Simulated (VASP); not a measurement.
# TiTe2 (P-3m1) in VASP: phonons with PBE+D3(BJ)

Aim: the phonons of TiTe2 with PBE+D3(BJ).

Everything below comes from runs of VASP 6.6.1. Logs are shortened: lines on timing, memory, paths and dates and some standing lists are left out, and cuts for length are marked.

## (1) The cell of the first run

Symmetry: P-3m1, No. 164, trigonal system. Conventional cell: a = 3.697 Å, b = 3.697 Å, c = 6.389 Å, α = 90.00°, β = 90.00°, γ = 120.00°. Ti (site symmetry -3m) has 6 Te at 2.75 Å and 6 Ti at 3.70 Å within 3.7 Å. Te (site symmetry 3m) has 3 Ti at 2.75 Å and 9 Te at 3.62 to 3.70 Å within 3.7 Å.

## (2) Phonons, PBE+D3(BJ)

INCAR reads:

```
SYSTEM = TiTe2
ALGO = Fast
EDIFF = 1E-8
ENCUT = 520
GGA = PE
IBRION = 6
ISIF = 2
ISMEAR = -1
IVDW = 12
LASPH = .True.
LCHARG = .False.
LREAL = .False.
LWAVE = .False.
NBANDS = 19
NELM = 80
NFREE = 2
NSW = 1
POTIM = 0.015
PREC = Accurate
SIGMA = 0.15
```

KPOINTS reads:

```
k-points
0
Gamma
  15 15 8
  0 0 0
```

POSCAR reads:

```
TiTe2
1.0
    3.6972484262      0.0000000000      0.0000000000
   -1.8486242131      3.2019110612      0.0000000000
    0.0000000000      0.0000000000      6.3889533755
Ti Te
1 2
Direct
    0.0000000000      0.0000000000      0.0000000000
    0.6666666667      0.3333333333      0.2711421903
    0.3333333333      0.6666666667      0.7288578097
```

Potentials or basis: VASP PAW PBE potentials, release 64 (Ti_sv, Te).

Command:

```bash
$ cat potpaw_PBE.64/Ti_sv/POTCAR potpaw_PBE.64/Te/POTCAR > POTCAR
$ mpirun -np 1 vasp_std > vasp.out
```

OUTCAR:

```text
SYSTEM = TiTe2
   EDIFF = 1E-8
   ENCUT = 520
   GGA = PE
   IBRION = 6
   ISIF = 2
   ISMEAR = -1
   IVDW = 12
   LASPH = .True.
   LREAL = .False.
   NELM = 80
   NFREE = 2
   NSW = 1
   POTIM = 0.015
   PREC = Accurate
 IVDW          = 12

 ion  position               nearest neighbor table
   1  0.000  0.000  0.000-   2 2.75   3 2.75   2 2.75   3 2.75   2 2.75   3 2.75
   2  0.667  0.333  0.271-   1 2.75   1 2.75   1 2.75   3 3.62   3 3.62   3 3.62
   3  0.333  0.667  0.729-   1 2.75   1 2.75   1 2.75   2 3.62   2 3.62   2 3.62

  LATTYP: Found a hexagonal cell.
 ALAT       =     3.6972484262
 C/A-ratio  =     1.7280292366

  Lattice vectors:

 A1 = (   3.6972484262,   0.0000000000,   0.0000000000)
 A2 = (  -1.8486242131,   3.2019110612,   0.0000000000)
 A3 = (   0.0000000000,   0.0000000000,   6.3889533755)

Analysis of symmetry for initial positions (statically):
=====================================================================
 Subroutine PRICEL returns:
 Original cell was already a primitive cell.

 Routine SETGRP: Setting up the symmetry group for a
 hexagonal supercell.

 Subroutine GETGRP returns: Found 12 space group operations
 (whereof 12 operations were pure point group operations)
 out of a pool of 24 trial point group operations.

The static configuration has the point symmetry D_3d.

Analysis of symmetry for dynamics (positions and initial velocities):
=====================================================================
 Subroutine PRICEL returns:
 Original cell was already a primitive cell.

 Routine SETGRP: Setting up the symmetry group for a
 hexagonal supercell.

 Subroutine GETGRP returns: Found 12 space group operations
 (whereof 12 operations were pure point group operations)
 out of a pool of 24 trial point group operations.

The dynamic configuration has the point symmetry D_3d.

 Subroutine INISYM returns: Found 12 space group operations
 (whereof 12 operations are pure point group operations),
 and found     1 'primitive' translations

----------------------------------------------------------------------------------------

                                     Primitive cell

  volume of cell :      75.6341

  direct lattice vectors                    reciprocal lattice vectors
     3.697248426  0.000000000  0.000000000     0.270471411  0.156156742  0.000000000
    -1.848624213  3.201911061  0.000000000     0.000000000  0.312313484  0.000000000
     0.000000000  0.000000000  6.388953375     0.000000000  0.000000000  0.156520159

  length of vectors
     3.697248426  3.697248426  6.388953375     0.312313484  0.312313484  0.156520159

  position of ions in fractional coordinates (direct lattice)
     0.000000000  0.000000000  0.000000000
     0.666666667  0.333333333  0.271142190
     0.333333333  0.666666667  0.728857810

  ion indices of the primitive-cell ions
   primitive index   ion index
                 1           1
                 2           2
                 3           3

----------------------------------------------------------------------------------------

 KPOINTS: k-points

Automatic generation of k-mesh.
 Grid dimensions read from file:
 generate k-points for:   15   15    8

 Generating k-lattice:

  Cartesian coordinates                     Fractional coordinates (reciprocal lattice)
     0.018031427  0.010410449  0.000000000     0.066666667 -0.000000000  0.000000000
     0.000000000  0.020820899  0.000000000     0.000000000  0.066666667  0.000000000
     0.000000000  0.000000000  0.019565020     0.000000000  0.000000000  0.125000000

  Length of vectors
     0.020820899  0.020820899  0.019565020

  Shift w.r.t. Gamma in fractional coordinates (k-lattice)
     0.000000000  0.000000000  0.000000000

 Subroutine IBZKPT returns following result:
 ===========================================

 Found    192 irreducible k-points:

 Following reciprocal coordinates:
            Coordinates               Weight
  0.000000  0.000000  0.000000      1.000000
  0.066667  0.000000  0.000000      6.000000
  0.133333 -0.000000  0.000000      6.000000
  0.200000  0.000000  0.000000      6.000000
  0.266667 -0.000000  0.000000      6.000000
  0.333333  0.000000  0.000000      6.000000
[... 16 lines left out ...]
  0.333333  0.200000  0.000000     12.000000
  0.400000  0.200000  0.000000      6.000000
 [... further k-points ...]
   k-points           NKPTS =    192   k-points in BZ     NKDIM =    192   number of bands    NBANDS=     19
   number of dos      NEDOS =    301   number of ions     NIONS =      3
   total plane-waves  NPLWV =  37632
   dimension x,y,z NGX =    28 NGY =   28 NGZ =   48
   dimension x,y,z NGXF=    56 NGYF=   56 NGZF=   96
   ions per type =               1   2
   NGX,Y,Z   is equivalent  to a cutoff of  12.59, 12.59, 12.49 a.u.
   NGXF,Y,Z  is equivalent  to a cutoff of  25.18, 25.18, 24.98 a.u.
 SYSTEM =  TiTe2
   PREC   = accura    normal or accurate (medium, high low for compatibility)
   ISTART =      0    job   : 0-new  1-cont  2-samecut
   ICHARG =      2    charge: 1-file 2-atom 10-const
   ISPIN  =      1    spin polarized calculation?
   LNONCOLLINEAR =      F non collinear calculations
   LSORBIT =      F    spin-orbit coupling
   LASPH  =      T    aspherical Exc in radial PAW
   ENCUT  =  520.0 eV  38.22 Ry    6.18 a.u.   6.87  6.87 11.88*2*pi/ulx,y,z
   NELM   =     80;   NELMIN=  2; NELMDL= -5     # of ELM steps
   EDIFF  = 0.1E-07   stopping-criterion for ELM
   LREAL  =      F    real-space projection
   EDIFFG = 0.1E-06   stopping-criterion for IOM
   NSW    =     73    number of steps for IOM
   IBRION =      6    ionic relax: 0-MD 1-quasi-New 2-CG
   NFREE  =      2    steps in history (QN), initial steepest desc. (CG)
   ISIF   =      2    stress and relaxation
   ISYM   =      2    0-nonsym 1-usesym 2-fastsym
   POTIM  = 0.0150    time-step for ionic-motion
   TEBEG  =    0.0;   TEEND  =   0.0 temperature during run
   PSTRESS=    0.0 pullay stress
   NELECT =      24.0000    total number of electrons
   NUPDOWN=      -1.0000    fix difference up-down
   EMIN   =  10.00;   EMAX   =-10.00  energy-range for DOS
   EFERMI =   0.00;   METHOD = LEGACY
   ISMEAR =    -1;   SIGMA  =   0.15  broadening in eV -4-tet -1-fermi 0-gaus
   EFERMI_NEDOS =   21; number of points for ismear=-14 and -15
   IALGO  =     68    algorithm
   IMIX   =      4    mixing-type and parameters
     AMIX     =   0.40;   BMIX     =  1.00
     AMIX_MAG =   1.60;   BMIX_MAG =  1.00
  volume/ion in A,a.u.               =      25.21       170.13
  Fermi-wavevector in a.u.,A,eV,Ry     =   1.116622  2.110109 16.964341  1.246844
  Thomas-Fermi vector in A             =   2.253237
   LORBIT       =      0    0 simple, 1 ext, 2 COOP (PROOUT), +10 PAW based schemes
   GGA     = PE    functional components
   LHFCALC =     F    Hartree Fock is set to
   AEXX    =    0.0000 exact exchange contribution
   IVDW    =    12    specifies the selected vdW correction
   LEPSILON=     F    determine dielectric tensor
   LRPA    =     F    only Hartree local field effects (RPA)
 finite differences with symmetry
 non-spin polarized calculation
 RMM-DIIS sequential band-by-band and
  energy-cutoff  :      520.00
  volume of cell :       75.63
 maximum number of plane-waves:      2056
   NGX = 13   NGY = 13   NGZ = 23

--------------------------------------- Ionic step        1  -------------------------------------------

 number of electron      24.0000002 magnetization

 Free energy of the ion-electron system (eV)
  ---------------------------------------------------
  ext. energy  EPLUGINS =         0.00000000
  ---------------------------------------------------
  free energy    TOTEN  =       -16.20095393 eV

  energy without entropy =      -16.09001859  energy(sigma->0) =      -16.14548626

------------------------ aborting loop because EDIFF is reached ----------------------------------------

 Edisp (eV)   -1.56584

 E8    (eV) :    -0.7253
[... 319 lines left out ...]
--------------------------------------- Ionic step        9  -------------------------------------------

 number of electron      24.0000002 magnetization

 Free energy of the ion-electron system (eV)
  ---------------------------------------------------
  ext. energy  EPLUGINS =         0.00000000
  ---------------------------------------------------
  free energy    TOTEN  =       -16.19993065 eV

  energy without entropy =      -16.08955817  energy(sigma->0) =      -16.14474441

 E-fermi :   7.5599     XC(G=0): -10.1617

 val. band max:        7.5594449822   @ k =   0.4667   0.0000   0.0000
 cond. band min:       7.5655318017   @ k =   0.4000   0.0667   0.3750
 fundamental gap:      0.0060868195
 Fermi energy:         7.5598741602

 k-point     1 :       0.0000    0.0000    0.0000
  band No.  band energies     occupation
      1     -49.7600      2.00000
      2     -26.0270      2.00000
      3     -26.0270      2.00000
      4     -25.9935      2.00000
      5      -5.1831      2.00000
      6      -3.4961      2.00000
[... 505 lines left out ...]
      6      -2.8621      2.00000
[... 11 lines left out ...]
     18      11.9485      0.00000
     19      15.1350      0.00000

 [... further k-points ...]

------------------------ aborting loop because EDIFF is reached ----------------------------------------

 Edisp (eV)   -1.56576

 E8    (eV) :    -0.7253
[... 26 lines left out ...]
  FREE ENERGIE OF THE ION-ELECTRON SYSTEM (eV)
  ---------------------------------------------------
  free  energy   TOTEN  =       -17.7656941014 eV

  energy  without entropy=      -17.6553216211  energy(sigma->0) =      -17.71050786

 INTERNAL STRAIN TENSORS FROM DISPLACED ATOMS
 ============================================

 INTERNAL STRAIN TENSOR FOR ION    1 for displacements in x,y,z  (eV/Angst):
          X           Y           Z          XY          YZ          ZX
  --------------------------------------------------------------------------------
  x     0.00000     0.00000     0.00000     0.00000     0.00000     0.00000
  y     0.00000     0.00000     0.00000     0.00000     0.00000     0.00000
  z     0.00000     0.00000     0.00000     0.00000     0.00000     0.00000

 INTERNAL STRAIN TENSOR FOR ION    3 for displacements in x,y,z  (eV/Angst):
          X           Y           Z          XY          YZ          ZX
  --------------------------------------------------------------------------------
  x     0.00000     0.00000     0.00000     2.09338     0.00000     6.57821
  y     2.09338    -2.09338     0.00000     0.00000     6.57822    -0.00000
  z     6.35408     6.35408    11.50996     0.00000     0.00000     0.00000

 Eigenvectors and eigenvalues of the dynamical matrix
 ----------------------------------------------------

   1 f  =    8.415999 THz    52.879281 2PiTHz  280.727509 cm-1    34.805760 meV
             X         Y         Z           dx          dy          dz
      0.000000  0.000000  0.000000    -0.000000   -0.000000    0.919684
      1.848624  1.067304  1.732315    -0.000000   -0.000000   -0.277652
     -0.000000  2.134607  4.656639     0.000000    0.000000   -0.277652
[... 43 lines left out ...]
   9 f/i=    0.044017 THz     0.276568 2PiTHz    1.468254 cm-1     0.182040 meV
             X         Y         Z           dx          dy          dz
      0.000000  0.000000  0.000000    -0.000000    0.000000   -0.392660
      1.848624  1.067304  1.732315    -0.000000    0.000000   -0.650315
     -0.000000  2.134607  4.656639    -0.000000    0.000000   -0.650315

 ELASTIC MODULI CONTR FROM IONIC RELAXATION (kBar)
 Direction    XX          YY          ZZ          XY          YZ          ZX
 --------------------------------------------------------------------------------
 XX        -201.9491   -125.5429   -296.6140      0.0000   -120.0492      0.0000
 YY        -125.5429   -201.9491   -296.6140      0.0000    120.0492      0.0000
 ZZ        -296.6140   -296.6140   -537.2948      0.0000     -0.0000      0.0000
 XY           0.0000      0.0000      0.0000    -38.2031      0.0000   -120.0491
 YZ        -120.0492    120.0492     -0.0000      0.0000   -377.2417      0.0000
 ZX           0.0000      0.0000      0.0000   -120.0491      0.0000   -377.2408
 --------------------------------------------------------------------------------
```

Wall time 2.8 h (1 thread of Oxide Virtual Turin-like, shared host); peak memory 1.8 GiB.

What came out:

| Quantity | Value |
| --- | --- |
| Highest phonon frequency at Γ, LO-TO splitting left out | 281 cm⁻¹ |
| Dispersion energy per atom | -0.522 eV |

Phonon frequencies in cm⁻¹ (negative: imaginary):
```csv
q point,frequencies
"(0.000, 0.000, 0.000)",-1 0 0 102 102 149 186 186 281
```

Caveat: spin-orbit coupling is left out, which moves the levels of the heavy elements.
